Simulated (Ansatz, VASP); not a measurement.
# GePt in VASP and in Ansatz

```xyz
2
Lattice="0.0000 2.8097 2.8097 2.8097 0.0000 2.8097 2.8097 2.8097 0.0000" Properties=species:S:1:pos:R:3 pbc="T T T"
Ge    0.0000    0.0000    0.0000
Pt    4.2146    4.2146    4.2146
```

Change from the starting cell: species swapped into the HgSe type (F-43m, No. 216).

Alike in both runs: functional PBE; k mesh 6 × 6 × 6; occupations gaussian, width 0.2 eV; no spin polarisation.

Ansatz relaxed the structure, and its values are those at the end. VASP's run is a single point on that final structure, the one shown.

```csv
,VASP,Ansatz
version,VASP 6.6.1,Ansatz 0.2.0
potentials or method,"VASP PAW PBE potentials, release 64 (Ge_d, Pt), cutoff 500 eV","scalar-relativistic, plane waves, PAW"
valence electrons in the cell,24,32
```

```csv
,VASP,Ansatz,Ansatz less VASP
gap on the k mesh at the Fermi level (eV),none,none,-
pressure (GPa),0.5,0.5,0.00
```

A gap of «none» marks a metal or a gap that the smearing closes. VASP's potentials hold 24 valence electrons a cell and Ansatz's 32, so a difference there can come from the potentials and not from the codes.

Neither program's run includes spin-orbit coupling.
